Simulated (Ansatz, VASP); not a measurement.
Sn: VASP beside Ansatz

```
Sn
1.0
     0.00000    2.69773    2.69773
     2.69773    0.00000    2.69773
     2.69773    2.69773    0.00000
Sn
2
Direct
  0.50000 0.50000 0.50000
  0.75000 0.75000 0.75000
```

Alike in both runs: task single point; functional PBE; k mesh 14 × 14 × 14; occupations gaussian, width 0.1 eV; no spin polarisation.

```csv
,VASP,Ansatz
version,VASP 6.6.1,Ansatz 0.2.0
potentials or method,"VASP PAW PBE potentials, release 64 (Sn_d), cutoff 520 eV","scalar-relativistic, plane waves, PAW"
valence electrons in the cell,28,28
```

```tsv
	VASP	Ansatz	Ansatz less VASP
gap on the k mesh at the Fermi level (eV)	none	none	-
pressure (GPa)	101.0	100.8	-0.20
```

A gap of «none» marks a metal or a gap that the smearing closes. Both programs put the cell under a high pressure, so it lies far from rest at this level. The functional is the same, so the differences come from potentials, cutoffs and numerics.

Noted on VASP's run: the cell as given lies far from equilibrium.
